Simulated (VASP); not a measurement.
# W (Im-3m) in VASP: further runs

The runs below take W through single point, with revPBE.

All numbers are computed with VASP 6.6.1; they aren't measurements. Logs are shortened: lines on timing, memory, paths and dates and some standing lists are left out, and cuts for length are marked.

## Step 1: The cell of the first run

It takes space group Im-3m (No. 229, cubic). The conventional cell has a = 3.176 Å, b = 3.176 Å, c = 3.176 Å, α = 90.00°, β = 90.00°, γ = 90.00°. W (site symmetry m-3m) has 14 W at 2.75 to 3.18 Å within 3.6 Å.

## Step 2: Single point, revPBE

Contents of INCAR:

```
SYSTEM = W
PREC     = Accurate       ! precision mode
ENCUT    = 500            ! plane-wave cutoff, eV
EDIFF    = 1E-6           ! SCF threshold, eV
ISMEAR   = -1             ! smearing method
SIGMA    = 0.05           ! smearing width, eV
LREAL    = .False.        ! projectors in reciprocal space
LASPH    = .True.         ! aspherical terms in the spheres
NELM     = 120            ! most SCF steps
ALGO     = Normal         ! electronic algorithm
ISIF     = 2              ! what is computed and relaxed
LWAVE    = .False.        ! write WAVECAR
LCHARG   = .False.        ! write CHGCAR
GGA      = RE             ! functional
NBANDS   = 13             ! bands
GGA_COMPAT= .False.
```

Contents of KPOINTS:

```
Automatic mesh
0
Gamma
  10 10 10
  0 0 0
```

Contents of POSCAR:

```
W
1.0
   -1.5881283047      1.5881283047      1.5881283047
    1.5881283047     -1.5881283047      1.5881283047
    1.5881283047      1.5881283047     -1.5881283047
W
1
Direct
    0.0000000000      0.0000000000      0.0000000000
```

Potentials or basis: VASP PAW PBE potentials, release 64 (W_sv).

Command:

```sh
cat potpaw_PBE.64/W_sv/POTCAR > POTCAR
mpirun -np 1 vasp_std > vasp.out
```

OUTCAR:

```text
SYSTEM = W
   PREC = Accurate
   ENCUT = 500
   EDIFF = 1E-6
   ISMEAR = -1
   LREAL = .False.
   LASPH = .True.
   NELM = 120
   ISIF = 2
   GGA = RE

 ion  position               nearest neighbor table
   1  0.000  0.000  0.000-

  LATTYP: Found a body centered cubic cell.
 ALAT       =     3.1762566094

  Lattice vectors:

 A1 = (  -1.5881283047,   1.5881283047,   1.5881283047)
 A2 = (   1.5881283047,  -1.5881283047,   1.5881283047)
 A3 = (   1.5881283047,   1.5881283047,  -1.5881283047)

Analysis of symmetry for initial positions (statically):
=====================================================================
 Subroutine PRICEL returns:
 Original cell was already a primitive cell.

 Routine SETGRP: Setting up the symmetry group for a
 body centered cubic supercell.

 Subroutine GETGRP returns: Found 48 space group operations
 (whereof 48 operations were pure point group operations)
 out of a pool of 48 trial point group operations.

The static configuration has the point symmetry O_h .

Analysis of symmetry for dynamics (positions and initial velocities):
=====================================================================
 Subroutine PRICEL returns:
 Original cell was already a primitive cell.

 Routine SETGRP: Setting up the symmetry group for a
 body centered cubic supercell.

 Subroutine GETGRP returns: Found 48 space group operations
 (whereof 48 operations were pure point group operations)
 out of a pool of 48 trial point group operations.

The dynamic configuration has the point symmetry O_h .

 Subroutine INISYM returns: Found 48 space group operations
 (whereof 48 operations are pure point group operations),
 and found     1 'primitive' translations

----------------------------------------------------------------------------------------

                                     Primitive cell

  volume of cell :      16.0220

  direct lattice vectors                    reciprocal lattice vectors
    -1.588128305  1.588128305  1.588128305     0.000000000  0.314836023  0.314836023
     1.588128305 -1.588128305  1.588128305     0.314836023  0.000000000  0.314836023
     1.588128305  1.588128305 -1.588128305     0.314836023  0.314836023  0.000000000

  length of vectors
     2.750718913  2.750718913  2.750718913     0.445245374  0.445245374  0.445245374

  position of ions in fractional coordinates (direct lattice)
     0.000000000  0.000000000  0.000000000

[... 81 lines left out ...]
   ISIF   =      2    stress and relaxation
   ISYM   =      2    0-nonsym 1-usesym 2-fastsym
   POTIM  = 0.5000    time-step for ionic-motion
   TEBEG  =    0.0;   TEEND  =   0.0 temperature during run
   PSTRESS=    0.0 pullay stress
   NELECT =      14.0000    total number of electrons
   NUPDOWN=      -1.0000    fix difference up-down
   EMIN   =  10.00;   EMAX   =-10.00  energy-range for DOS
   EFERMI =   0.00;   METHOD = LEGACY
   ISMEAR =    -1;   SIGMA  =   0.05  broadening in eV -4-tet -1-fermi 0-gaus
   EFERMI_NEDOS =   21; number of points for ismear=-14 and -15
   IALGO  =     38    algorithm
   IMIX   =      4    mixing-type and parameters
     AMIX     =   0.40;   BMIX     =  1.00
     AMIX_MAG =   1.60;   BMIX_MAG =  1.00
  volume/ion in A,a.u.               =      16.02       108.12
  Fermi-wavevector in a.u.,A,eV,Ry     =   1.565111  2.957632 33.328474  2.449574
  Thomas-Fermi vector in A             =   2.667636
   LORBIT       =      0    0 simple, 1 ext, 2 COOP (PROOUT), +10 PAW based schemes
   GGA     = RE    functional components
   LHFCALC =     F    Hartree Fock is set to
   AEXX    =    0.0000 exact exchange contribution
   IVDW    =     0    specifies the selected vdW correction
   LEPSILON=     F    determine dielectric tensor
   LRPA    =     F    only Hartree local field effects (RPA)
 non-spin polarized calculation
  energy-cutoff  :      500.00
  volume of cell :       16.02
 maximum number of plane-waves:       420
   NGX =  9   NGY =  9   NGZ =  9

 number of electron      14.0000002 magnetization

 Free energy of the ion-electron system (eV)
  ---------------------------------------------------
  ext. energy  EPLUGINS =         0.00000000
  ---------------------------------------------------
  free energy    TOTEN  =       -12.50448829 eV

  energy without entropy =      -12.49999975  energy(sigma->0) =      -12.50224402

 E-fermi :  11.4984     XC(G=0): -13.5449

 val. band max:       11.4135087451   @ k =   0.5000   0.5000   0.2000
 cond. band min:      11.5686578712   @ k =   0.1000   0.1000   0.0000
 fundamental gap:      0.1551491261
 Fermi energy:        11.4984016565

 k-point     1 :       0.0000    0.0000    0.0000
  band No.  band energies     occupation
      1     -62.8812      2.00000
      2     -26.4555      2.00000
      3     -26.4555      2.00000
      4     -26.4555      2.00000
      5       1.7717      2.00000
      6      10.1362      2.00000
      7      10.1362      2.00000
      8      10.1362      2.00000
      9      13.5956      0.00000
     10      13.5956      0.00000
     11      25.8219      0.00000
     12      25.8219      0.00000
     13      25.8219      0.00000
[... 354 lines left out ...]
  band No.  band energies     occupation
      1     -62.7879      2.00000
      2     -27.2706      2.00000
      3     -26.7674      2.00000
      4     -26.5540      2.00000
      5       5.1609      2.00000
      6       8.9477      2.00000
      7       9.2926      2.00000
      8      12.1582      0.00000
      9      13.7790      0.00000
     10      14.5747      0.00000
     11      25.0018      0.00000
     12      27.5803      0.00000
     13      31.6805      0.00000

 [... further k-points ...]

------------------------ aborting loop because EDIFF is reached ----------------------------------------

  FORCE on cell =-STRESS in cart. coord.  units (eV):
  Direction    XX          YY          ZZ          XY          YZ          ZX
  --------------------------------------------------------------------------------------
  -------------------------------------------------------------------------------------
  Total        0.5502543      0.5502543      0.5502543     -0.0000000     -0.0000000      0.0000000
  in kB       55.0246468     55.0246468     55.0246468     -0.0000000     -0.0000000      0.0000000
  external PRESSURE =      55.0246468 kB  Pullay stress =       0.0000000 kB

 VOLUME and BASIS-vectors are now :
 -----------------------------------------------------------------------------
  energy-cutoff  :      500.00
  volume of cell :       16.02
      direct lattice vectors                 reciprocal lattice vectors
    -1.588128305  1.588128305  1.588128305     0.000000000  0.314836023  0.314836023
     1.588128305 -1.588128305  1.588128305     0.314836023  0.000000000  0.314836023
     1.588128305  1.588128305 -1.588128305     0.314836023  0.314836023  0.000000000

 POSITION                                       TOTAL-FORCE (eV/Angst)
 -----------------------------------------------------------------------------------
      0.00000      0.00000      0.00000         0.000000     -0.000000      0.000000
 -----------------------------------------------------------------------------------
    total drift:                                0.000000     -0.000000     -0.000000

  FREE ENERGIE OF THE ION-ELECTRON SYSTEM (eV)
  ---------------------------------------------------
  free  energy   TOTEN  =       -12.5044882929 eV

  energy  without entropy=      -12.4999997475  energy(sigma->0) =      -12.50224402
```

Wall time 4.2 s (1 thread of AMD EPYC 9R45 (Zen 5), shared host); peak memory 0.1 GiB.

What came out:

- Free energy: -12.5045 eV
- Pressure: 5.5 GPa
- Band gap on the k mesh: zero (bands 7 and 8 overlap by 6.29 eV)

Caveat: the cell stands under pressure; the PAW data sets were made with another functional, which shifts forces and pressure a little; spin-orbit coupling is left out, which moves the levels of the heavy elements.

## Step 3: Single point, revPBE

This run uses another cell than the first one, of 15.78 Å³/atom.

Contents of INCAR:

```
ALGO     = Normal         # electronic algorithm
EDIFF    = 1E-6           # SCF threshold, eV
ENCUT    = 500            # plane-wave cutoff, eV
GGA      = RE             # functional
GGA_COMPAT= F            
ISIF     = 2              # what is computed and relaxed
ISMEAR   = -1             # smearing method
LASPH    = T              # aspherical terms in the spheres
LCHARG   = T              # write CHGCAR
LELF     = T              # ELF
LREAL    = F              # projectors in reciprocal space
LVHAR    = T            
LWAVE    = F              # write WAVECAR
NBANDS   = 13             # bands
NELM     = 120            # most SCF steps
PREC     = Accurate       # precision mode
SIGMA    = 0.05           # smearing width, eV
```

Contents of KPOINTS:

```
k-points
0
Gamma
  10 10 10
```

Contents of POSCAR:

```
W
1.0
   -1.5801484033      1.5801484033      1.5801484033
    1.5801484033     -1.5801484033      1.5801484033
    1.5801484033      1.5801484033     -1.5801484033
W
1
Direct
    0.0000000000      0.0000000000      0.0000000000
```

Potentials or basis: VASP PAW PBE potentials, release 64 (W_sv).

Command:

```sh
cat potpaw_PBE.64/W_sv/POTCAR > POTCAR
mpirun -np 1 vasp_std > vasp.out
```

Wall time 4.5 s (1 thread of AMD EPYC 9R45 (Zen 5), shared host); peak memory 0.09 GiB.

The run converged. Its results:

```
Free energy            : -12.4924 eV
Pressure               : 10.6 GPa
Band gap on the k mesh : zero (bands 7 and 8 overlap by 6.43 eV)
```

Levels at points of the mesh, in eV from the Fermi level:
```tsv
k point	band 5	band 6	band 7	band 8	band 9	band 10
(0.00, 0.00, 0.00)	-9.81	-1.39	-1.39	-1.39	2.13	2.13
(0.50, 0.00, 0.00)	-6.45	-3.74	0.52	2.03	3.01	6.03
(0.50, 0.50, 0.50)	-6.01	-6.01	5.04	5.04	5.04	8.12
```

Caveat: the cell stands under pressure; the PAW data sets were made with another functional, which shifts forces and pressure a little; spin-orbit coupling is left out, which moves the levels of the heavy elements.
